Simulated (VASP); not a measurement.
# Ru (C2/m) in VASP: further runs, part 2 of 2

VASP 6.6.1. Earlier steps stand in the parts before.

## 3. Electric field gradients, r2SCAN (shortest bond scaled by 0.7)

Input file POSCAR:

```
Ru
1.0
    2.6974396414      0.0000000000      0.0000000000
   -1.3487198207      2.3360512546      0.0000000000
    0.0000000000      0.0000000000      4.3698522191
Ru
2
Direct
    0.2333333333      0.6166666667      0.1750000000
    0.7666666667      0.3833333333      0.8250000000
```

Input file INCAR.step1:

```
SYSTEM = Ru
PREC     = Accurate       ! precision mode
ENCUT    = 520            ! plane-wave cutoff, eV
ISMEAR   = -1             ! smearing method
SIGMA    = 0.05           ! smearing width, eV
LREAL    = .False.        ! projectors in reciprocal space
LASPH    = .True.         ! aspherical terms in the spheres
NELM     = 80             ! most SCF steps
NBANDS   = 21             ! bands
GGA      = PE             ! functional
ALGO     = Normal         ! electronic algorithm
EDIFF    = 1E-4           ! SCF threshold, eV
LWAVE    = .True.         ! write WAVECAR
LCHARG   = .False.        ! write CHGCAR
```

Input file INCAR.step2:

```
SYSTEM = Ru
PREC     = Accurate       ! precision mode
ENCUT    = 520            ! plane-wave cutoff, eV
EDIFF    = 1E-8           ! SCF threshold, eV
ISMEAR   = -1             ! smearing method
SIGMA    = 0.05           ! smearing width, eV
LREAL    = .False.        ! projectors in reciprocal space
LASPH    = .True.         ! aspherical terms in the spheres
NELM     = 80             ! most SCF steps
ALGO     = Normal         ! electronic algorithm
ISIF     = 2              ! what is computed and relaxed
LWAVE    = .False.        ! write WAVECAR
LCHARG   = .False.        ! write CHGCAR
METAGGA  = R2SCAN         ! meta-GGA
LMIXTAU  = .True.       
LEFG     = .True.       
NBANDS   = 21             ! bands
ISTART   = 1
```

Input file KPOINTS:

```
Automatic mesh
0
Gamma
  13 13 7
  0 0 0
```

Potentials or basis: VASP PAW PBE potentials, release 64 (Ru_pv).

The run is started by

```
cat potpaw_PBE.64/Ru_pv/POTCAR > POTCAR
cp INCAR.step1 INCAR
mpirun -np 1 vasp_std > vasp.out
cp INCAR.step2 INCAR
mpirun -np 1 vasp_std > vasp.out
```

OUTCAR:

```text
SYSTEM = Ru
   PREC = Accurate
   ENCUT = 520
   EDIFF = 1E-8
   ISMEAR = -1
   LREAL = .False.
   LASPH = .True.
   NELM = 80
   ISIF = 2
   METAGGA = R2SCAN
   ISTART = 1

 ion  position               nearest neighbor table
   1  0.233  0.617  0.175-   2 1.88   2 2.39   2 2.39   2 3.04   2 3.29   2 3.29
   2  0.767  0.383  0.825-   1 1.88   1 2.39   1 2.39   1 3.04   1 3.29   1 3.29

  LATTYP: Found a hexagonal cell.
 ALAT       =     2.6974396414
 C/A-ratio  =     1.6200000000

  Lattice vectors:

 A1 = (   2.6974396414,   0.0000000000,   0.0000000000)
 A2 = (  -1.3487198207,   2.3360512546,   0.0000000000)
 A3 = (   0.0000000000,   0.0000000000,   4.3698522191)

Analysis of symmetry for initial positions (statically):
=====================================================================
 Subroutine PRICEL returns:
 Original cell was already a primitive cell.

 Routine SETGRP: Setting up the symmetry group for a
 hexagonal supercell.

 Subroutine GETGRP returns: Found  4 space group operations
 (whereof  4 operations were pure point group operations)
 out of a pool of 24 trial point group operations.

The static configuration has the point symmetry C_2h.

Analysis of symmetry for dynamics (positions and initial velocities):
=====================================================================
 Subroutine PRICEL returns:
 Original cell was already a primitive cell.

 Routine SETGRP: Setting up the symmetry group for a
 hexagonal supercell.

 Subroutine GETGRP returns: Found  4 space group operations
 (whereof  4 operations were pure point group operations)
 out of a pool of 24 trial point group operations.

The dynamic configuration has the point symmetry C_2h.

 Subroutine INISYM returns: Found  4 space group operations
 (whereof  4 operations are pure point group operations),
 and found     1 'primitive' translations

----------------------------------------------------------------------------------------

                                     Primitive cell

  volume of cell :      27.5360

  direct lattice vectors                    reciprocal lattice vectors
     2.697439641  0.000000000  0.000000000     0.370721919  0.214036400  0.000000000
    -1.348719821  2.336051255  0.000000000     0.000000000  0.428072799  0.000000000
     0.000000000  0.000000000  4.369852219     0.000000000  0.000000000  0.228840691

  length of vectors
     2.697439641  2.697439641  4.369852219     0.428072799  0.428072799  0.228840691

  position of ions in fractional coordinates (direct lattice)
     0.233333333  0.616666667  0.175000000
     0.766666667  0.383333333  0.825000000

  ion indices of the primitive-cell ions
   primitive index   ion index
                 1           1
                 2           2

----------------------------------------------------------------------------------------

 KPOINTS: Automatic mesh

Automatic generation of k-mesh.
[... 69 lines left out ...]
   NSW    =      0    number of steps for IOM
   IBRION =     -1    ionic relax: 0-MD 1-quasi-New 2-CG
   NFREE  =      0    steps in history (QN), initial steepest desc. (CG)
   ISIF   =      2    stress and relaxation
   ISYM   =      2    0-nonsym 1-usesym 2-fastsym
   POTIM  = 0.5000    time-step for ionic-motion
   TEBEG  =    0.0;   TEEND  =   0.0 temperature during run
   PSTRESS=    0.0 pullay stress
   NELECT =      28.0000    total number of electrons
   NUPDOWN=      -1.0000    fix difference up-down
   EMIN   =  10.00;   EMAX   =-10.00  energy-range for DOS
   EFERMI =   0.00;   METHOD = LEGACY
   ISMEAR =    -1;   SIGMA  =   0.05  broadening in eV -4-tet -1-fermi 0-gaus
   EFERMI_NEDOS =   21; number of points for ismear=-14 and -15
   IALGO  =     38    algorithm
   IMIX   =      4    mixing-type and parameters
     AMIX     =   0.40;   BMIX     =  1.00
     AMIX_MAG =   1.60;   BMIX_MAG =  1.00
  volume/ion in A,a.u.               =      13.77        92.91
  Fermi-wavevector in a.u.,A,eV,Ry     =   1.646243  3.110948 36.873358  2.710115
  Thomas-Fermi vector in A             =   2.735904
   LORBIT       =      0    0 simple, 1 ext, 2 COOP (PROOUT), +10 PAW based schemes
   METAGGA = R2SCAN    functional components
   LHFCALC =     F    Hartree Fock is set to
   AEXX    =    0.0000 exact exchange contribution
   IVDW    =     0    specifies the selected vdW correction
   LEPSILON=     F    determine dielectric tensor
   LRPA    =     F    only Hartree local field effects (RPA)
 non-spin polarized calculation
  energy-cutoff  :      520.00
  volume of cell :       27.54
 maximum number of plane-waves:       764
   NGX =  9   NGY =  9   NGZ = 17

 number of electron      28.0000003 magnetization

 Free energy of the ion-electron system (eV)
  ---------------------------------------------------
  ext. energy  EPLUGINS =         0.00000000
  ---------------------------------------------------
  free energy    TOTEN  =       -45.41916634 eV

  energy without entropy =      -45.40135730  energy(sigma->0) =      -45.41026182

 E-fermi :  13.0642     XC(G=0): -14.9032

 val. band max:       13.0639529543   @ k =  -0.3077   0.1538   0.1429
 cond. band min:      13.0666944854   @ k =  -0.4615   0.3077   0.2857
 fundamental gap:      0.0027415311
 Fermi energy:        13.0642132295

 k-point     1 :       0.0000    0.0000    0.0000
  band No.  band energies     occupation
      1     -35.1855      2.00000
      2     -31.8168      2.00000
      3     -31.7409      2.00000
      4     -31.5839      2.00000
      5     -31.3869      2.00000
      6     -30.1498      2.00000
[... 565 lines left out ...]
     20      21.9289      0.00000
     21      23.0452      0.00000

 [... further k-points ...]

------------------------ aborting loop because EDIFF is reached ----------------------------------------

  FORCE on cell =-STRESS in cart. coord.  units (eV):
  Direction    XX          YY          ZZ          XY          YZ          ZX
  --------------------------------------------------------------------------------------
  -------------------------------------------------------------------------------------
  Total       18.9419550      9.9185569     26.2031640      7.8144920      6.5400642     11.3277159
  in kB     1102.1343308    577.1094912   1524.6264987    454.6848487    380.5324868    659.1011627
  external PRESSURE =    1067.9567735 kB  Pullay stress =       0.0000000 kB

 VOLUME and BASIS-vectors are now :
 -----------------------------------------------------------------------------
  energy-cutoff  :      520.00
  volume of cell :       27.54
      direct lattice vectors                 reciprocal lattice vectors
     2.697439641  0.000000000  0.000000000     0.370721919  0.214036400  0.000000000
    -1.348719821  2.336051255  0.000000000     0.000000000  0.428072799  0.000000000
     0.000000000  0.000000000  4.369852219     0.000000000  0.000000000  0.228840691

 POSITION                                       TOTAL-FORCE (eV/Angst)
 -----------------------------------------------------------------------------------
     -0.20231      1.44056      0.76472         7.490998      4.324930     19.166015
      1.55103      0.89549      3.60513        -7.490998     -4.324930    -19.166015
 -----------------------------------------------------------------------------------
    total drift:                                0.000000     -0.000000      0.000000

  FREE ENERGIE OF THE ION-ELECTRON SYSTEM (eV)
  ---------------------------------------------------
  free  energy   TOTEN  =       -45.4191663436 eV

  energy  without entropy=      -45.4013573032  energy(sigma->0) =      -45.41026182

 Electric field gradients (V/A^2)
---------------------------------------------------------------------
 ion       V_xx      V_yy      V_zz      V_xy      V_xz      V_yz
---------------------------------------------------------------------
   1     -57.685   -57.767   115.452     0.074   109.027    62.947
   2     -57.685   -57.767   115.452     0.074   109.027    62.947
---------------------------------------------------------------------

 Electric field gradients after diagonalization (V/A^2)
 (convention: |V_zz| > |V_xx| > |V_yy|)
----------------------------------------------------------------------
 ion       V_xx      V_yy      V_zz     asymmetry (V_yy - V_xx)/ V_zz
----------------------------------------------------------------------
   1    -123.867   -57.811   181.678       0.364
   2    -123.867   -57.811   181.678       0.364
----------------------------------------------------------------------

           NMR quadrupolar parameters

 Cq : quadrupolar parameter    Cq=e*Q*V_zz/h
 eta: asymmetry parameters     (V_yy - V_xx)/ V_zz
 Q  : nuclear electric quadrupole moment in mb (millibarn)
----------------------------------------------------------------------
 ion       Cq(MHz)       eta       Q (mb)
----------------------------------------------------------------------
   1       0.439       0.364       1.000
   2       0.439       0.364       1.000
----------------------------------------------------------------------
```

Wall time 16 min (1 thread of Intel Xeon 8259CL, shared host); peak memory 0.26 GiB.

Results:

```yaml
Free_energy: -45.4192 eV
Pressure: 106.8 GPa
Largest_force: 21.028 eV/Å
Band_gap_on_the_k_mesh: zero (bands 14 and 15 overlap by 1.89 eV)
Largest_electric_field_gradient_by_atom: Ru +181.7 V/Å²
```

Forces on the atoms (eV/Å):
```
Ru    7.491   4.325  19.166
Ru   -7.491  -4.325 -19.166
```

Electric field gradients, principal values (V/Å²):
```csv
atom,least,middle,greatest (by size)
1 Ru,-57.811,-123.867,181.678
2 Ru,-57.811,-123.867,181.678
```

Caveat: the cell differs from its parent crystal (shortest bond scaled by 0.7); atoms lie so close that the PAW spheres overlap strongly, which falsifies energies and pressures; the stress differs along the axes, from 58 to 152 GPa; without QUAD_EFG the Cq values of the log hold for a quadrupole moment of 1 mb, not for the nuclei; the PAW data sets were made with another functional, which shifts forces and pressure a little.
